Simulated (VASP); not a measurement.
# SiC (P-4) in VASP: relaxation of cell and atoms with PBE

Aim: the relaxation of cell and atoms of SiC with PBE.

Program: VASP 6.6.1. These are calculated values, not measurements. Logs are shortened: lines on timing, memory, paths and dates and some standing lists are left out, and cuts for length are marked.

**1. The cell of the first run**

It takes space group P-4 (No. 81, tetragonal). Conventional cell: a = 4.364 Å, b = 4.364 Å, c = 4.346 Å, α = 90.00°, β = 90.00°, γ = 90.00°. Within 2.2 Å of Si (site symmetry 1) lie 3 C at 1.66 to 1.85 Å. Within 2.4 Å of C (site symmetry 2) lie 4 Si at 1.82 to 2.31 Å. C (site symmetry -4) has 4 Si at 1.66 Å within 2.2 Å. C (site symmetry -4) has 4 Si at 1.85 Å within 2.5 Å.

**2. Relaxation of cell and atoms, PBE**

INCAR

```
  ALGO = Normal
  EDIFF = 1E-6
  EDIFFG = -0.04
  ENCUT = 600
  GGA = PE
  IBRION = 2
  ISIF = 3
  ISMEAR = 0
  LASPH = True
  LCHARG = False
  LREAL = False
  LWAVE = False
  NELM = 80
  NSW = 90
  PREC = Accurate
  SIGMA = 0.1
```

KPOINTS

```
k-points
0
Gamma
  4 4 4
```

POSCAR

```
SiC
1.0
    4.3640189300      0.0000000000      0.0000000000
    0.0000000000      4.3640189300      0.0000000000
    0.0000000000      0.0000000000      4.3459615500
Si C
4 4
Direct
    0.7294777900      0.8055374600      0.8140122300
    0.8055374600      0.2705222100      0.1859877700
    0.1944625400      0.7294777900      0.1859877700
    0.2705222100      0.1944625400      0.8140122300
    0.0000000000      0.5000000000      0.4767099000
    0.0000000000      0.0000000000      0.0000000000
    0.5000000000      0.5000000000      0.0000000000
    0.5000000000      0.0000000000      0.5232901000
```

Potentials or basis: VASP PAW PBE potentials, release 64 (Si, C).

Launch:

```bash
> cat potpaw_PBE.64/Si/POTCAR potpaw_PBE.64/C/POTCAR > POTCAR
> mpirun -np 1 vasp_std > vasp.out
```

OUTCAR:

```text
EDIFF = 1E-6
   EDIFFG = -0.04
   ENCUT = 600
   GGA = PE
   IBRION = 2
   ISIF = 3
   ISMEAR = 0
   LASPH = True
   LREAL = False
   NELM = 80
   NSW = 90
   PREC = Accurate

 ion  position               nearest neighbor table
   1  0.729  0.806  0.814-   6 1.66   8 1.82   7 1.85   5 2.31   2 2.62   3 2.62   4 2.63   2 2.86
                             3 2.86   4 2.91
   2  0.806  0.271  0.186-   6 1.66   5 1.82   7 1.85   8 2.31   1 2.62   4 2.62   3 2.63   1 2.86
                             4 2.86   3 2.91
   3  0.194  0.729  0.186-   6 1.66   5 1.82   7 1.85   8 2.31   1 2.62   4 2.62   2 2.63   1 2.86
                             4 2.86   2 2.91
   4  0.271  0.194  0.814-   6 1.66   8 1.82   7 1.85   5 2.31   2 2.62   3 2.62   1 2.63   3 2.86
                             2 2.86   1 2.91
   5  0.000  0.500  0.477-   2 1.82   3 1.82   1 2.31   4 2.31
   6  0.000  0.000  0.000-   1 1.66   2 1.66   3 1.66   4 1.66
   7  0.500  0.500  0.000-   1 1.85   2 1.85   3 1.85   4 1.85
   8  0.500  0.000  0.523-   1 1.82   4 1.82   3 2.31   2 2.31

  LATTYP: Found a simple tetragonal cell.
 ALAT       =     4.3640189300
 C/A-ratio  =     0.9958622132

  Lattice vectors:

 A1 = (   4.3640189300,   0.0000000000,   0.0000000000)
 A2 = (   0.0000000000,   4.3640189300,   0.0000000000)
 A3 = (   0.0000000000,   0.0000000000,   4.3459615500)

Analysis of symmetry for initial positions (statically):
=====================================================================
 Subroutine PRICEL returns:
 Original cell was already a primitive cell.

 Routine SETGRP: Setting up the symmetry group for a
 simple tetragonal supercell.

 Subroutine GETGRP returns: Found  4 space group operations
 (whereof  4 operations were pure point group operations)
 out of a pool of 16 trial point group operations.

The static configuration has the point symmetry S_4 .

Analysis of symmetry for dynamics (positions and initial velocities):
=====================================================================
 Subroutine PRICEL returns:
 Original cell was already a primitive cell.

 Routine SETGRP: Setting up the symmetry group for a
 simple tetragonal supercell.

 Subroutine GETGRP returns: Found  4 space group operations
 (whereof  4 operations were pure point group operations)
 out of a pool of 16 trial point group operations.

The dynamic configuration has the point symmetry S_4 .

 Subroutine INISYM returns: Found  4 space group operations
 (whereof  4 operations are pure point group operations),
 and found     1 'primitive' translations

----------------------------------------------------------------------------------------

                                     Primitive cell
[... 103 lines left out ...]
   ISYM   =      2    0-nonsym 1-usesym 2-fastsym
   POTIM  = 0.5000    time-step for ionic-motion
   TEBEG  =    0.0;   TEEND  =   0.0 temperature during run
   PSTRESS=    0.0 pullay stress
   NELECT =      32.0000    total number of electrons
   NUPDOWN=      -1.0000    fix difference up-down
   EMIN   =  10.00;   EMAX   =-10.00  energy-range for DOS
   EFERMI =   0.00;   METHOD = LEGACY
   ISMEAR =     0;   SIGMA  =   0.10  broadening in eV -4-tet -1-fermi 0-gaus
   EFERMI_NEDOS =   21; number of points for ismear=-14 and -15
   IALGO  =     38    algorithm
   IMIX   =      4    mixing-type and parameters
     AMIX     =   0.40;   BMIX     =  1.00
     AMIX_MAG =   1.60;   BMIX_MAG =  1.00
  volume/ion in A,a.u.               =      10.35        69.82
  Fermi-wavevector in a.u.,A,eV,Ry     =   1.192628  2.253741 19.352414  1.422362
  Thomas-Fermi vector in A             =   2.328662
   LORBIT       =      0    0 simple, 1 ext, 2 COOP (PROOUT), +10 PAW based schemes
   GGA     = PE    functional components
   LHFCALC =     F    Hartree Fock is set to
   AEXX    =    0.0000 exact exchange contribution
   IVDW    =     0    specifies the selected vdW correction
   LEPSILON=     F    determine dielectric tensor
   LRPA    =     F    only Hartree local field effects (RPA)
 conjugate gradient relaxation of ions
 non-spin polarized calculation
 Gauss-broadening in eV      SIGMA  =   0.10
  energy-cutoff  :      600.00
  volume of cell :       82.77
 maximum number of plane-waves:      2800
 NGX is ok and might be reduce to    36
   NGX = 17   NGY = 17   NGZ = 17

--------------------------------------- Ionic step        1  -------------------------------------------

 number of electron      32.0000000 magnetization

 Free energy of the ion-electron system (eV)
  ---------------------------------------------------
  ext. energy  EPLUGINS =         0.00000000
  ---------------------------------------------------
  free energy    TOTEN  =       -52.37536726 eV

  energy without entropy =      -52.36883548  energy(sigma->0) =      -52.37210137

------------------------ aborting loop because EDIFF is reached ----------------------------------------

  FORCE on cell =-STRESS in cart. coord.  units (eV):
  Direction    XX          YY          ZZ          XY          YZ          ZX
  --------------------------------------------------------------------------------------
  -------------------------------------------------------------------------------------
  Total       15.7540011     15.7540011      5.3117039      0.0000001      0.0000000      0.0000000
  in kB      304.9596084    304.9596084    102.8218244      0.0000015      0.0000000      0.0000000
  external PRESSURE =     237.5803471 kB  Pullay stress =       0.0000000 kB
[... 107 lines left out ...]
  FREE ENERGIE OF THE ION-ELECTRON SYSTEM (eV)
  ---------------------------------------------------
  free  energy   TOTEN  =       -57.7962312971 eV

  energy  without entropy=      -57.7961669547  energy(sigma->0) =      -57.79619913

[... ionic steps 4 to 9 ...]

--------------------------------------- Ionic step       10  -------------------------------------------

 number of electron      32.0000000 magnetization

------------------------ aborting loop because EDIFF is reached ----------------------------------------
[... 79 lines left out ...]
--------------------------------------- Ionic step       12  -------------------------------------------

 number of electron      31.9999999 magnetization

 Free energy of the ion-electron system (eV)
  ---------------------------------------------------
  ext. energy  EPLUGINS =         0.00000000
  ---------------------------------------------------
  free energy    TOTEN  =       -60.24267259 eV

  energy without entropy =      -60.24267259  energy(sigma->0) =      -60.24267259

 E-fermi :   8.4148     XC(G=0): -11.2981

 val. band max:        7.9628617406   @ k =   0.0000   0.0000   0.0000
 cond. band min:       9.3224736458   @ k =   0.0000   0.0000   0.0000
 fundamental gap:      1.3596119052
 Fermi energy:         8.4147768458

 k-point     1 :       0.0000    0.0000    0.0000
  band No.  band energies     occupation
      1      -7.3405      2.00000
      2      -2.3933      2.00000
      3      -2.3816      2.00000
      4      -2.3806      2.00000
      5       0.1949      2.00000
      6       0.2118      2.00000
[... 456 lines left out ...]
  FREE ENERGIE OF THE ION-ELECTRON SYSTEM (eV)
  ---------------------------------------------------
  free  energy   TOTEN  =       -60.2426725858 eV

  energy  without entropy=      -60.2426725858  energy(sigma->0) =      -60.24267259

 reached required accuracy - stopping structural energy minimisation
```

OSZICAR:

```text
N       E                     dE             d eps       ncg     rms          rms(c)
DAV:   1     0.112113460611E+03    0.11211E+03   -0.16343E+04   756   0.155E+03
DAV:   2    -0.514233422995E+02   -0.16354E+03   -0.15572E+03  1021   0.237E+02
DAV:   3    -0.606636095754E+02   -0.92403E+01   -0.90953E+01   939   0.576E+01
DAV:   4    -0.608617702411E+02   -0.19816E+00   -0.19780E+00   980   0.919E+00
[... 109 lines left out ...]
DAV:   1    -0.602425902924E+02   -0.13115E-02   -0.43032E-02   796   0.134E+00    0.943E-02
DAV:   2    -0.602427190463E+02   -0.12875E-03   -0.21868E-03   916   0.304E-01    0.590E-02
DAV:   3    -0.602426716378E+02    0.47408E-04   -0.14318E-04   886   0.842E-02    0.211E-02
DAV:   4    -0.602426728468E+02   -0.12089E-05   -0.38668E-05   919   0.401E-02    0.106E-02
DAV:   5    -0.602426725858E+02    0.26096E-06   -0.63700E-06   904   0.171E-02
  12 F= -.60242673E+02 E0= -.60242673E+02  d E =-.139382E-02
```

CONTCAR:

```text
SiC
   1.00000000000000
     4.3752619785155451    0.0000000014984429    0.0000000000000000
    -0.0000000014984429    4.3752619785155451    0.0000000000000000
    -0.0000000000000000    0.0000000000000000    4.3812416978649278
  Si              C
     4     4
Direct
     0.7500116175648118    0.7501526590822237    0.7500012527865244
     0.7501526590822237    0.2499883824351883    0.2499987472134755
     0.2498473409177763    0.7500116175648118    0.2499987472134755
     0.2499883824351883    0.2498473409177762    0.7500012527865244
     0.0000000000000000    0.5000000000000000    0.5004829278036701
     0.0000000000000000    0.0000000000000000    1.0000000000000000
     0.5000000000000000    0.5000000000000000    1.0000000000000000
     0.5000000000000000    0.0000000000000000    0.4995170721963298

  0.00000000E+00  0.00000000E+00  0.00000000E+00
  0.00000000E+00  0.00000000E+00  0.00000000E+00
  0.00000000E+00  0.00000000E+00  0.00000000E+00
  0.00000000E+00  0.00000000E+00  0.00000000E+00
  0.00000000E+00  0.00000000E+00  0.00000000E+00
  0.00000000E+00  0.00000000E+00  0.00000000E+00
  0.00000000E+00  0.00000000E+00  0.00000000E+00
  0.00000000E+00  0.00000000E+00  0.00000000E+00
```

It took 1.9 min on 1 thread of Intel Xeon Platinum 8559C (Emerald Rapids), shared host; peak memory 0.21 GiB.

What came out:

| Item | Value |
| --- | --- |
| Free energy | -60.2427 eV |
| Relaxed volume | 10.48 Å³/atom |
| Relaxed cell | a = 4.375 Å, b = 4.375 Å, c = 4.381 Å, α = 90.00°, β = 90.00°, γ = 90.00° |
| Space group after relaxing (to 0.1 Å) | F-43m (No. 216) |
| Energy gained by relaxing | 983.4 meV/atom |
| Ionic steps | 12 |
| Pressure after relaxing | 0.2 GPa |
| Largest force after relaxing | 0.040 eV/Å |
| Band gap on the k mesh | 1.36 eV |

Forces in eV/Å, atoms in the order of the input:
```
Si  -0.019 -0.009  0.000
Si  -0.009  0.019  0.000
Si   0.009 -0.019  0.000
Si   0.019  0.009  0.000
C    0.000  0.000 -0.040
C    0.000  0.000  0.000
C    0.000  0.000  0.000
C    0.000  0.000  0.040
```

The path:
```
step  energy change (eV)  largest force (eV/Å)  pressure (GPa)  volume (Å³)
   1              0.0000                9.6740           23.76        82.77
   2             -2.7629                5.0051          -21.56       102.42
   3             -5.4209                3.8263          -11.66        93.07
   4             -7.3541                2.5225           -6.11        86.79
   5             -7.3664                2.3653           -6.97        87.20
   6             -7.6915                1.2451            7.51        81.29
   7             -7.7989                0.7475            1.91        83.18
   8             -7.8489                0.3274           -0.67        84.20
   9             -7.8493                0.3706           -0.90        84.30
  10             -7.8658                0.1169           -0.22        84.03
  11             -7.8659                0.1179           -0.18        84.01
  12             -7.8673                0.0395            0.19        83.87
```

Final structure:
```
Si C
1.0
     4.37526    0.00000    0.00000
     0.00000    4.37526    0.00000
     0.00000    0.00000    4.38124
Si C
4 4
Direct
  0.75001 0.75015 0.75000
  0.75015 0.24999 0.25000
  0.24985 0.75001 0.25000
  0.24999 0.24985 0.75000
  0.00000 0.50000 0.50048
  0.00000 0.00000 0.00000
  0.50000 0.50000 0.00000
  0.50000 0.00000 0.49952
```
